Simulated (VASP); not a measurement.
# I in VASP: notebook

The runs below take I through single point, relaxation of cell and atoms, with LDA, PBEsol.

Everything below comes from runs of VASP 6.6.1. Logs are shortened: lines on timing, memory, paths and dates and some standing lists are left out, and cuts for length are marked.

## Step 1: The cell of the first run

The structure is monoclinic, space group C2/m (No. 12). Conventional cell: a = 5.077 Å, b = 7.413 Å, c = 2.880 Å, α = 90.00°, β = 124.24°, γ = 90.00°. Within 3.8 Å of I (site symmetry 2/m) lie 2 I at 2.88 Å.

## Step 2: Single point, LDA

INCAR

```
ALGO = Normal ; EDIFF = 1E-6
ENCUT = 520 ; GGA = CA
ISIF = 2 ; ISMEAR = 0
LASPH = True ; LCHARG = False
LREAL = False ; LWAVE = False
NBANDS = 10 ; NELM = 100
PREC = Accurate ; SIGMA = 0.1
```

KPOINTS

```
k-points
0
Gamma
  7 7 11
```

POSCAR

```
I
1.0
    2.5383465792     -3.7066249365      0.0000000000
    2.5383465792      3.7066249365      0.0000000000
   -1.6208748370      0.0000000000      2.3810977968
I
1
Direct
    0.5000000000      0.5000000000      0.5000000000
```

Potentials or basis: VASP PAW LDA potentials, release 64 (I).

Started as:

```console
> cat potpaw_LDA.64/I/POTCAR > POTCAR
> mpirun -np 1 vasp_std > vasp.out
```

OUTCAR:

```text
EDIFF = 1E-6
   ENCUT = 520
   GGA = CA
   ISIF = 2
   ISMEAR = 0
   LASPH = True
   LREAL = False
   NELM = 100
   PREC = Accurate

 ion  position               nearest neighbor table
   1  0.500  0.500  0.500-

  LATTYP: Found a base centered monoclinic cell.
 ALAT       =     5.0766931584
 B/A-ratio  =     1.4602517114
 C/A-ratio  =     0.5673826054
 COS(beta)  =    -0.5627202553

  Lattice vectors:

 A1 = (   2.5383465792,  -3.7066249365,   0.0000000000)
 A2 = (   2.5383465792,   3.7066249365,   0.0000000000)
 A3 = (  -1.6208748370,   0.0000000000,   2.3810977968)

Analysis of symmetry for initial positions (statically):
=====================================================================
 Subroutine PRICEL returns:
 Original cell was already a primitive cell.

 Routine SETGRP: Setting up the symmetry group for a
 base centered monoclinic supercell.

 Subroutine GETGRP returns: Found  4 space group operations
 (whereof  4 operations were pure point group operations)
 out of a pool of  4 trial point group operations.

The static configuration has the point symmetry C_2h.

Analysis of symmetry for dynamics (positions and initial velocities):
=====================================================================
 Subroutine PRICEL returns:
 Original cell was already a primitive cell.

 Routine SETGRP: Setting up the symmetry group for a
 base centered monoclinic supercell.

 Subroutine GETGRP returns: Found  4 space group operations
 (whereof  4 operations were pure point group operations)
 out of a pool of  4 trial point group operations.

The dynamic configuration has the point symmetry C_2h.

 Subroutine INISYM returns: Found  4 space group operations
 (whereof  4 operations are pure point group operations),
 and found     1 'primitive' translations

----------------------------------------------------------------------------------------

                                     Primitive cell

  volume of cell :      44.8061

  direct lattice vectors                    reciprocal lattice vectors
     2.538346579 -3.706624936  0.000000000     0.196978618 -0.134893605  0.134088438
     2.538346579  3.706624936  0.000000000     0.196978618  0.134893605  0.134088438
    -1.620874837  0.000000000  2.381097797     0.000000000  0.000000000  0.419974350

  length of vectors
     4.492468339  4.492468339  2.880427391     0.273818498  0.273818498  0.419974350

  position of ions in fractional coordinates (direct lattice)
     0.500000000  0.500000000  0.500000000

  ion indices of the primitive-cell ions
   primitive index   ion index
                 1           1

----------------------------------------------------------------------------------------

 KPOINTS: k-points

Automatic generation of k-mesh.
 Grid dimensions read from file:
 generate k-points for:    7    7   11

 Generating k-lattice:

  Cartesian coordinates                     Fractional coordinates (reciprocal lattice)
     0.028139803 -0.019270515  0.019155491     0.142857143 -0.000000000  0.000000000
     0.028139803  0.019270515  0.019155491    -0.000000000  0.142857143  0.000000000
     0.000000000  0.000000000  0.038179486     0.000000000  0.000000000  0.090909091

  Length of vectors
     0.039116928  0.039116928  0.038179486

  Shift w.r.t. Gamma in fractional coordinates (k-lattice)
     0.000000000  0.000000000  0.000000000

 Subroutine IBZKPT returns following result:
 ===========================================

 Found    156 irreducible k-points:

 Following reciprocal coordinates:
            Coordinates               Weight
  0.000000  0.000000  0.000000      1.000000
  0.142857  0.000000  0.000000      4.000000
  0.285714 -0.000000  0.000000      4.000000
  0.428571  0.000000  0.000000      4.000000
  0.142857  0.142857  0.000000      2.000000
  0.285714  0.142857 -0.000000      4.000000
[... 16 lines left out ...]
 -0.142857  0.000000  0.090909      4.000000
  0.142857  0.142857  0.090909      2.000000
 [... further k-points ...]
   k-points           NKPTS =    156   k-points in BZ     NKDIM =    156   number of bands    NBANDS=     10
   number of dos      NEDOS =    301   number of ions     NIONS =      1
   total plane-waves  NPLWV =  31104
   dimension x,y,z NGX =    36 NGY =   36 NGZ =   24
   dimension x,y,z NGXF=    72 NGYF=   72 NGZF=   48
   ions per type =               1
   NGX,Y,Z   is equivalent  to a cutoff of  13.32, 13.32, 13.85 a.u.
   NGXF,Y,Z  is equivalent  to a cutoff of  26.64, 26.64, 27.70 a.u.
 SYSTEM =  unknown system
   PREC   = accura    normal or accurate (medium, high low for compatibility)
   ISTART =      0    job   : 0-new  1-cont  2-samecut
   ICHARG =      2    charge: 1-file 2-atom 10-const
   ISPIN  =      1    spin polarized calculation?
   LNONCOLLINEAR =      F non collinear calculations
   LSORBIT =      F    spin-orbit coupling
   LASPH  =      T    aspherical Exc in radial PAW
   ENCUT  =  520.0 eV  38.22 Ry    6.18 a.u.   8.35  8.35  5.36*2*pi/ulx,y,z
   NELM   =    100;   NELMIN=  2; NELMDL= -5     # of ELM steps
   EDIFF  = 0.1E-05   stopping-criterion for ELM
   LREAL  =      F    real-space projection
   EDIFFG = 0.1E-04   stopping-criterion for IOM
   NSW    =      0    number of steps for IOM
   IBRION =     -1    ionic relax: 0-MD 1-quasi-New 2-CG
   NFREE  =      0    steps in history (QN), initial steepest desc. (CG)
   ISIF   =      2    stress and relaxation
   ISYM   =      2    0-nonsym 1-usesym 2-fastsym
   POTIM  = 0.5000    time-step for ionic-motion
   TEBEG  =    0.0;   TEEND  =   0.0 temperature during run
   PSTRESS=    0.0 pullay stress
   NELECT =       7.0000    total number of electrons
   NUPDOWN=      -1.0000    fix difference up-down
   EMIN   =  10.00;   EMAX   =-10.00  energy-range for DOS
   EFERMI =   0.00;   METHOD = LEGACY
   ISMEAR =     0;   SIGMA  =   0.10  broadening in eV -4-tet -1-fermi 0-gaus
   EFERMI_NEDOS =   21; number of points for ismear=-14 and -15
   IALGO  =     38    algorithm
   IMIX   =      4    mixing-type and parameters
     AMIX     =   0.40;   BMIX     =  1.00
     AMIX_MAG =   1.60;   BMIX_MAG =  1.00
  volume/ion in A,a.u.               =      44.81       302.37
  Fermi-wavevector in a.u.,A,eV,Ry     =   0.881716  1.666201 10.577477  0.777423
  Thomas-Fermi vector in A             =   2.002249
   LORBIT       =      0    0 simple, 1 ext, 2 COOP (PROOUT), +10 PAW based schemes
   GGA     = CA    functional components
   LHFCALC =     F    Hartree Fock is set to
   AEXX    =    0.0000 exact exchange contribution
   IVDW    =     0    specifies the selected vdW correction
   LEPSILON=     F    determine dielectric tensor
   LRPA    =     F    only Hartree local field effects (RPA)
 non-spin polarized calculation
 Gauss-broadening in eV      SIGMA  =   0.10
  energy-cutoff  :      520.00
  volume of cell :       44.81
 maximum number of plane-waves:      1223
 NGX is ok and might be reduce to    36
   NGX = 17   NGY = 17   NGZ = 11

 number of electron       7.0000000 magnetization

 Free energy of the ion-electron system (eV)
  ---------------------------------------------------
  ext. energy  EPLUGINS =         0.00000000
  ---------------------------------------------------
  free energy    TOTEN  =        -1.85538512 eV

  energy without entropy =       -1.85199050  energy(sigma->0) =       -1.85368781

 E-fermi :   2.0045     XC(G=0):  -8.1439

 val. band max:        1.9530846675   @ k =  -0.1429  -0.1429   0.4545
 cond. band min:       2.0077211210   @ k =   0.4286   0.4286   0.1818
 fundamental gap:      0.0546364535
 Fermi energy:         2.0045301366

 k-point     1 :       0.0000    0.0000    0.0000
  band No.  band energies     occupation
      1     -11.6505      2.00000
      2       0.4505      2.00000
      3       0.4627      2.00000
      4       5.8573      0.00000
      5       6.0278      0.00000
      6       9.7115      0.00000
      7      10.0145      0.00000
      8      12.4107      0.00000
      9      12.6852      0.00000
     10      17.6446      0.00000

 k-point     2 :       0.1429    0.0000    0.0000
  band No.  band energies     occupation
      1     -11.6000      2.00000
      2      -0.0637      2.00000
      3       0.3501      2.00000
      4       5.8601      0.00000
      5       6.7517      0.00000
      6       9.1924      0.00000
      7      10.2987      0.00000
      8      12.6835      0.00000
      9      13.9449      0.00000
     10      17.8438      0.00000

 k-point     3 :       0.2857   -0.0000    0.0000
  band No.  band energies     occupation
      1     -11.4818      2.00000
      2      -0.9779      2.00000
      3       0.1356      2.00000
      4       5.8666      0.00000
      5       7.2616      0.00000
      6       9.6465      0.00000
      7      11.7214      0.00000
      8      12.6834      0.00000
      9      16.8151      0.00000
     10      17.9419      0.00000

 k-point     4 :       0.4286    0.0000    0.0000
  band No.  band energies     occupation
      1     -11.3817      2.00000
      2      -1.5746      2.00000
      3      -0.0220      2.00000
      4       5.8721      0.00000
      5       6.9234      0.00000
      6      11.6538      0.00000
      7      12.6168      0.00000
      8      13.8197      0.00000
      9      16.5308      0.00000
     10      17.1550      0.00000
[... 222 lines left out ...]
 k-point    22 :      -0.2857    0.0000    0.0909
  band No.  band energies     occupation
      1     -11.4044      2.00000
      2      -0.4194      2.00000
      3       0.3322      2.00000
      4       4.5915      0.00000
      5       7.4482      0.00000
      6       9.1419      0.00000
      7      11.1545      0.00000
      8      13.9926      0.00000
      9      15.4525      0.00000
     10      15.5200      0.00000

 k-point    23 :      -0.1429    0.0000    0.0909
  band No.  band energies     occupation
      1     -11.4967      2.00000
      2       0.3811      2.00000
      3       0.5396      2.00000
      4       4.5965      0.00000
      5       6.4508      0.00000
      6       9.5909      0.00000
      7      10.2522      0.00000
      8      13.1402      0.00000
      9      14.0595      0.00000
     10      15.1149      0.00000

 k-point    24 :       0.1429    0.1429    0.0909
  band No.  band energies     occupation
      1     -11.3063      2.00000
      2      -0.9929      2.00000
      3       0.0340      2.00000
      4       4.6511      0.00000
      5       8.5579      0.00000
      6       8.5820      0.00000
      7      12.9239      0.00000
      8      14.1342      0.00000
      9      15.4172      0.00000
     10      15.8105      0.00000

 [... further k-points ...]
[... 5 lines left out ...]
  --------------------------------------------------------------------------------------
  -------------------------------------------------------------------------------------
  Total       -0.4017056     -0.2828292     -0.4309042      0.0000000      0.0000000      0.0038902
  in kB      -14.3642091    -10.1134210    -15.4082939      0.0000000      0.0000000      0.1391062
  external PRESSURE =     -13.2953080 kB  Pullay stress =       0.0000000 kB

 VOLUME and BASIS-vectors are now :
 -----------------------------------------------------------------------------
  energy-cutoff  :      520.00
  volume of cell :       44.81
      direct lattice vectors                 reciprocal lattice vectors
     2.538346579 -3.706624936  0.000000000     0.196978618 -0.134893605  0.134088438
     2.538346579  3.706624936  0.000000000     0.196978618  0.134893605  0.134088438
    -1.620874837  0.000000000  2.381097797     0.000000000  0.000000000  0.419974350

 POSITION                                       TOTAL-FORCE (eV/Angst)
 -----------------------------------------------------------------------------------
      1.72791      0.00000      1.19055         0.000000      0.000000      0.000000
 -----------------------------------------------------------------------------------
    total drift:                                0.000000      0.000000      0.000000

  FREE ENERGIE OF THE ION-ELECTRON SYSTEM (eV)
  ---------------------------------------------------
  free  energy   TOTEN  =        -1.8553851218 eV

  energy  without entropy=       -1.8519904999  energy(sigma->0) =       -1.85368781
```

Wall time 2.2 min (1 thread of AMD EPYC 7R13, shared host); peak memory 0.17 GiB.

Results:

```yaml
Free_energy: -1.8554 eV
Pressure: -1.3 GPa
```

Stress tensor (GPa, compression positive):
```
-1.44  0.00  0.01
 0.00 -1.01  0.00
 0.01  0.00 -1.54
```

Levels at points of the mesh, in eV from the Fermi level:
| k point | band 1 | band 2 | band 3 | band 4 | band 5 | band 6 | band 7 | band 8 |
| --- | --- | --- | --- | --- | --- | --- | --- | --- |
| (0.00, 0.00, 0.00) | -13.66 | -1.55 | -1.54 | 3.85 | 4.02 | 7.71 | 8.01 | 10.41 |

Caveat: spin-orbit coupling is left out, which moves the levels of the heavy elements; an odd number of electrons without spin polarisation forces a metal; a magnetic or distorted state may lie lower.

## Step 3: Single point, LDA (the cell strained at random)

INCAR

```
PREC     = Accurate       # precision mode
ENCUT    = 520            # plane-wave cutoff, eV
EDIFF    = 1E-7           # SCF threshold, eV
ISMEAR   = 0              # smearing method
SIGMA    = 0.05           # smearing width, eV
LREAL    = False          # projectors in reciprocal space
LASPH    = True           # aspherical terms in the spheres
NELM     = 100            # most SCF steps
ALGO     = Normal         # electronic algorithm
ISIF     = 2              # what is computed and relaxed
LWAVE    = False          # write WAVECAR
LCHARG   = True           # write CHGCAR
LELF     = True           # ELF
LVHAR    = True         
NBANDS   = 10             # bands
```

KPOINTS

```
Automatic mesh
0
Gamma
  7 7 11
```

POSCAR

```
I
1.0
    2.4903630000     -3.6376020000      0.0195550000
    2.5769060000      3.6968680000     -0.0088820000
   -1.6128590000     -0.0280560000      2.4081210000
I
1
Direct
    0.5023060000      0.5009700000      0.5028970000
```

Potentials or basis: VASP PAW LDA potentials, release 64 (I).

Started as:

```console
> cat potpaw_LDA.64/I/POTCAR > POTCAR
> mpirun -np 1 vasp_std > vasp.out
```

It took 4.2 min on 1 thread of AMD EPYC 7R13, shared host; peak memory 0.21 GiB.

It converged, with:

```yaml
Free_energy: -1.8510 eV
Pressure: -1.7 GPa
```

Stress tensor (GPa, compression positive):
```
-1.77 -0.07  0.51
-0.07 -0.95  0.04
 0.51  0.04 -2.35
```

Levels at points of the mesh, in eV from the Fermi level:
```
           k point  band 1  band 2  band 3  band 4  band 5  band 6
(0.00, 0.00, 0.00)  -13.56   -1.47   -1.42    3.76    4.12    7.84
```

Caveat: the cell differs from its parent crystal (the cell strained at random); spin-orbit coupling is left out, which moves the levels of the heavy elements; an odd number of electrons without spin polarisation forces a metal; a magnetic or distorted state may lie lower.

[end of part 1 of 2]
